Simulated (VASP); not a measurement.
# Al (P6_3/mmc) in VASP: a series of runs, part 2 of 2

VASP 6.6.1.

## (4) Single point, BLYP

This run uses another cell than the first one, of 17.64 Å³/atom, 1.087 times its volume.

INCAR reads:

```
PREC = Accurate ; ENCUT = 520
EDIFF = 1E-6 ; ISMEAR = -1
SIGMA = 0.1 ; LREAL = F
LASPH = T ; NELM = 60
ALGO = Normal ; ISIF = 2
LWAVE = F ; LCHARG = F
GGA = B5 ; ALDAX = 1.0
AGGAX = 1.0 ; AGGAC = 1.0
ALDAC = 0.0 ; NBANDS = 10
```

KPOINTS reads:

```
regular mesh
0
Gamma
  14 14 7
```

POSCAR reads:

```
Al
1.0
    2.8877572508      0.0000000000      0.0000000000
   -1.4438786254      2.5008711392      0.0000000000
    0.0000000000      0.0000000000      4.8844227420
Al
2
Direct
    0.3333333333      0.6666666667      0.2500000000
    0.6666666667      0.3333333333      0.7500000000
```

Potentials or basis: VASP PAW PBE potentials, release 64 (Al).

Launch:

```sh
$ cat potpaw_PBE.64/Al/POTCAR > POTCAR
$ mpirun -np 1 vasp_std > vasp.out
```

OUTCAR:

```text
PREC = Accurate
   ENCUT = 520
   EDIFF = 1E-6
   ISMEAR = -1
   LREAL = F
   LASPH = T
   NELM = 60
   ISIF = 2
   GGA = B5

 ion  position               nearest neighbor table
   1  0.333  0.667  0.250-   2 2.96   2 2.96   2 2.96   2 2.96   2 2.96   2 2.96
   2  0.667  0.333  0.750-   1 2.96   1 2.96   1 2.96   1 2.96   1 2.96   1 2.96

  LATTYP: Found a hexagonal cell.
 ALAT       =     2.8877572508
 C/A-ratio  =     1.6914242846

  Lattice vectors:

 A1 = (   2.8877572508,   0.0000000000,   0.0000000000)
 A2 = (  -1.4438786254,   2.5008711392,   0.0000000000)
 A3 = (   0.0000000000,   0.0000000000,   4.8844227420)

Analysis of symmetry for initial positions (statically):
=====================================================================
 Subroutine PRICEL returns:
 Original cell was already a primitive cell.

 Routine SETGRP: Setting up the symmetry group for a
 hexagonal supercell.

 Subroutine GETGRP returns: Found 24 space group operations
 (whereof 12 operations were pure point group operations)
 out of a pool of 24 trial point group operations.

The static configuration has the point symmetry D_3d.
 The point group associated with its full space group is D_6h.

Analysis of symmetry for dynamics (positions and initial velocities):
=====================================================================
 Subroutine PRICEL returns:
 Original cell was already a primitive cell.

 Routine SETGRP: Setting up the symmetry group for a
 hexagonal supercell.

 Subroutine GETGRP returns: Found 24 space group operations
 (whereof 12 operations were pure point group operations)
 out of a pool of 24 trial point group operations.

The dynamic configuration has the point symmetry D_3d.
 The point group associated with its full space group is D_6h.

 Subroutine INISYM returns: Found 24 space group operations
 (whereof 12 operations are pure point group operations),
 and found     1 'primitive' translations

----------------------------------------------------------------------------------------

                                     Primitive cell

  volume of cell :      35.2749

  direct lattice vectors                    reciprocal lattice vectors
     2.887757251  0.000000000  0.000000000     0.346289495  0.199930333  0.000000000
    -1.443878625  2.500871139  0.000000000     0.000000000  0.399860666  0.000000000
     0.000000000  0.000000000  4.884422742     0.000000000  0.000000000  0.204732484

  length of vectors
     2.887757251  2.887757251  4.884422742     0.399860666  0.399860666  0.204732484

  position of ions in fractional coordinates (direct lattice)
     0.333333333  0.666666667  0.250000000
     0.666666667  0.333333333  0.750000000

  ion indices of the primitive-cell ions
   primitive index   ion index
                 1           1
                 2           2

----------------------------------------------------------------------------------------

 KPOINTS: regular mesh

Automatic generation of k-mesh.
 Grid dimensions read from file:
[... 23 lines left out ...]
  0.071429  0.000000  0.000000      6.000000
  0.142857  0.000000  0.000000      6.000000
  0.214286  0.000000  0.000000      6.000000
  0.285714  0.000000  0.000000      6.000000
  0.357143  0.000000  0.000000      6.000000
[... 16 lines left out ...]
  0.285714  0.285714  0.000000      6.000000
  0.357143  0.285714  0.000000      6.000000
 [... further k-points ...]
   k-points           NKPTS =     96   k-points in BZ     NKDIM =     96   number of bands    NBANDS=     10
   number of dos      NEDOS =    301   number of ions     NIONS =      2
   total plane-waves  NPLWV =  20736
   dimension x,y,z NGX =    24 NGY =   24 NGZ =   36
   dimension x,y,z NGXF=    48 NGYF=   48 NGZF=   72
   ions per type =               2
   NGX,Y,Z   is equivalent  to a cutoff of  13.82, 13.82, 12.25 a.u.
   NGXF,Y,Z  is equivalent  to a cutoff of  27.63, 27.63, 24.51 a.u.
 SYSTEM =  unknown system
   PREC   = accura    normal or accurate (medium, high low for compatibility)
   ISTART =      0    job   : 0-new  1-cont  2-samecut
   ICHARG =      2    charge: 1-file 2-atom 10-const
   ISPIN  =      1    spin polarized calculation?
   LNONCOLLINEAR =      F non collinear calculations
   LSORBIT =      F    spin-orbit coupling
   LASPH  =      T    aspherical Exc in radial PAW
   ENCUT  =  520.0 eV  38.22 Ry    6.18 a.u.   5.37  5.37  9.08*2*pi/ulx,y,z
   NELM   =     60;   NELMIN=  2; NELMDL= -5     # of ELM steps
   EDIFF  = 0.1E-05   stopping-criterion for ELM
   LREAL  =      F    real-space projection
   EDIFFG = 0.1E-04   stopping-criterion for IOM
   NSW    =      0    number of steps for IOM
   IBRION =     -1    ionic relax: 0-MD 1-quasi-New 2-CG
   NFREE  =      0    steps in history (QN), initial steepest desc. (CG)
   ISIF   =      2    stress and relaxation
   ISYM   =      2    0-nonsym 1-usesym 2-fastsym
   POTIM  = 0.5000    time-step for ionic-motion
   TEBEG  =    0.0;   TEEND  =   0.0 temperature during run
   PSTRESS=    0.0 pullay stress
   NELECT =       6.0000    total number of electrons
   NUPDOWN=      -1.0000    fix difference up-down
   EMIN   =  10.00;   EMAX   =-10.00  energy-range for DOS
   EFERMI =   0.00;   METHOD = LEGACY
   ISMEAR =    -1;   SIGMA  =   0.10  broadening in eV -4-tet -1-fermi 0-gaus
   EFERMI_NEDOS =   21; number of points for ismear=-14 and -15
   IALGO  =     38    algorithm
   IMIX   =      4    mixing-type and parameters
     AMIX     =   0.40;   BMIX     =  1.00
     AMIX_MAG =   1.60;   BMIX_MAG =  1.00
  volume/ion in A,a.u.               =      17.64       119.02
  Fermi-wavevector in a.u.,A,eV,Ry     =   0.907062  1.714098 11.194342  0.822761
  Thomas-Fermi vector in A             =   2.030824
   LORBIT       =      0    0 simple, 1 ext, 2 COOP (PROOUT), +10 PAW based schemes
   GGA     = B5    functional components
   LHFCALC =     F    Hartree Fock is set to
   AEXX    =    0.0000 exact exchange contribution
   IVDW    =     0    specifies the selected vdW correction
   LEPSILON=     F    determine dielectric tensor
   LRPA    =     F    only Hartree local field effects (RPA)
 non-spin polarized calculation
  energy-cutoff  :      520.00
  volume of cell :       35.27
 maximum number of plane-waves:       972
 NGX is ok and might be reduce to    24
   NGX = 11   NGY = 11   NGZ = 19

 number of electron       6.0000000 magnetization

 Free energy of the ion-electron system (eV)
  ---------------------------------------------------
  ext. energy  EPLUGINS =         0.00000000
  ---------------------------------------------------
  free energy    TOTEN  =        -5.36089851 eV

  energy without entropy =       -5.33358956  energy(sigma->0) =       -5.34724404

 E-fermi :   7.7835     XC(G=0):  -9.4255

 val. band max:        7.7342017969   @ k =   0.3571   0.1429   0.0000
 cond. band min:       7.8213235930   @ k =   0.1429   0.0714   0.2857
 fundamental gap:      0.0871217961
 Fermi energy:         7.7834598186

 k-point     1 :       0.0000    0.0000    0.0000
  band No.  band energies     occupation
      1      -2.8721      2.00000
      2       2.9986      2.00000
      3       3.4034      2.00000
      4      18.2078      0.00000
      5      18.2078      0.00000
      6      18.8132      0.00000
      7      18.8132      0.00000
      8      19.0564      0.00000
      9      20.0305      0.00000
     10      21.5350      0.00000
[... 287 lines left out ...]
 k-point    24 :       0.3571    0.2857    0.0000
  band No.  band energies     occupation
      1       4.1592      2.00000
      2       4.4230      2.00000
      3       5.9185      2.00000
      4       9.6563      0.00000
      5       9.7534      0.00000
      6      10.4571      0.00000
      7      10.5823      0.00000
      8      11.8580      0.00000
      9      12.5276      0.00000
     10      24.0762      0.00000

 [... further k-points ...]

------------------------ aborting loop because EDIFF is reached ----------------------------------------

  FORCE on cell =-STRESS in cart. coord.  units (eV):
  Direction    XX          YY          ZZ          XY          YZ          ZX
  --------------------------------------------------------------------------------------
  -------------------------------------------------------------------------------------
  Total       -0.0561590     -0.0561590      0.2293574      0.0000000      0.0000000      0.0000000
  in kB       -2.5507302     -2.5507302     10.4173693      0.0000000      0.0000000      0.0000000
  external PRESSURE =       1.7719696 kB  Pullay stress =       0.0000000 kB

 VOLUME and BASIS-vectors are now :
 -----------------------------------------------------------------------------
  energy-cutoff  :      520.00
  volume of cell :       35.27
      direct lattice vectors                 reciprocal lattice vectors
     2.887757251  0.000000000  0.000000000     0.346289495  0.199930333  0.000000000
    -1.443878625  2.500871139  0.000000000     0.000000000  0.399860666  0.000000000
     0.000000000  0.000000000  4.884422742     0.000000000  0.000000000  0.204732484

 POSITION                                       TOTAL-FORCE (eV/Angst)
 -----------------------------------------------------------------------------------
     -0.00000      1.66725      1.22111         0.000000     -0.000000      0.000000
      1.44388      0.83362      3.66332        -0.000000      0.000000      0.000000
 -----------------------------------------------------------------------------------
    total drift:                                0.000000     -0.000000     -0.000000

  FREE ENERGIE OF THE ION-ELECTRON SYSTEM (eV)
  ---------------------------------------------------
  free  energy   TOTEN  =        -5.3608985086 eV

  energy  without entropy=       -5.3335895645  energy(sigma->0) =       -5.34724404
```

Wall time 9.9 s (1 thread of Intel Xeon 6975P-C (Granite Rapids), shared host); peak memory 0.15 GiB.

What came out:

```yaml
Free_energy: -5.3609 eV
Pressure: 0.2 GPa
Band_gap_on_the_k_mesh: zero (band 3 reaches 10.49 eV, above the bottom of band 4 at 5.06 eV)
```

Caveat: the PAW data sets were made with another functional, which shifts forces and pressure a little.

## (5) Single point, BLYP (volume scaled by 1.04)

INCAR reads:

```
PREC     = Accurate       # precision mode
ENCUT    = 520            # plane-wave cutoff, eV
EDIFF    = 1E-6           # SCF threshold, eV
ISMEAR   = -1             # smearing method
SIGMA    = 0.1            # smearing width, eV
LREAL    = F              # projectors in reciprocal space
LASPH    = T              # aspherical terms in the spheres
NELM     = 80             # most SCF steps
ALGO     = Normal         # electronic algorithm
ISIF     = 2              # what is computed and relaxed
LWAVE    = F              # write WAVECAR
LCHARG   = F              # write CHGCAR
GGA      = B5             # functional
ALDAX    = 1.0          
AGGAX    = 1.0          
AGGAC    = 1.0          
ALDAC    = 0.0          
NBANDS   = 10             # bands
```

KPOINTS is that of step 4.

POSCAR reads:

```
Al
1.0
    2.9257584146      0.0000000000      0.0000000000
   -1.4628792073      2.5337811124      0.0000000000
    0.0000000000      0.0000000000      4.9486988333
Al
2
Direct
    0.3333333333      0.6666666667      0.2500000000
    0.6666666667      0.3333333333      0.7500000000
```

Launch:

```sh
$ cat potpaw_PBE.64/Al/POTCAR > POTCAR
$ mpirun -np 1 vasp_std > vasp.out
```

Wall time 11 s (1 thread of Intel Xeon 6975P-C (Granite Rapids), shared host); peak memory 0.16 GiB.

Results (log left out):

| Property | Result |
| --- | --- |
| Free energy | -5.3538 eV |
| Pressure | -1.7 GPa |
| Band gap on the k mesh | zero (band 3 reaches 10.05 eV, above the bottom of band 4 at 4.74 eV) |

Stress tensor (GPa, compression positive):
```
-2.22  0.00  0.00
 0.00 -2.22  0.00
 0.00  0.00 -0.69
```

Levels at points of the mesh, in eV from the Fermi level:
| k point | band 1 | band 2 | band 3 | band 4 | band 5 | band 6 |
| --- | --- | --- | --- | --- | --- | --- |
| (0.00, 0.00, 0.00) | -10.39 | -4.73 | -4.21 | 10.09 | 10.09 | 10.80 |
| (0.50, 0.00, 0.00) | -4.92 | -4.56 | 0.59 | 0.66 | 1.10 | 1.76 |

Caveat: the cell differs from its parent crystal (volume scaled by 1.04); the PAW data sets were made with another functional, which shifts forces and pressure a little.

## (6) The runs side by side

| cell | gap on the mesh (eV) | pressure (GPa) |
| --- | --- | --- |
| a = 2.809, b = 2.809, c = 4.751 Å, angles 90.0, 90.0, 120.0°, 2 atoms | none | 5.7 |
| a = 2.849, b = 2.849, c = 4.818 Å, angles 90.0, 90.0, 120.0°, 2 atoms | none | 2.6 |
| a = 2.888, b = 2.888, c = 4.884 Å, angles 90.0, 90.0, 120.0°, 2 atoms | none | 0.2 |
| a = 2.926, b = 2.926, c = 4.949 Å, angles 90.0, 90.0, 120.0°, 2 atoms | none | -1.7 |

Alike in all rows: task single point; level BLYP; potentials or basis VASP PAW PBE potentials, release 64 (Al); no spin polarisation; k mesh 14 × 14 × 7; cutoff (eV) 520; smearing fermi-dirac 0.1 eV.

Caveats: the PAW data sets were made with another functional, which shifts forces and pressure a little.

Absolute energies hang on the potentials; compare differences alone.
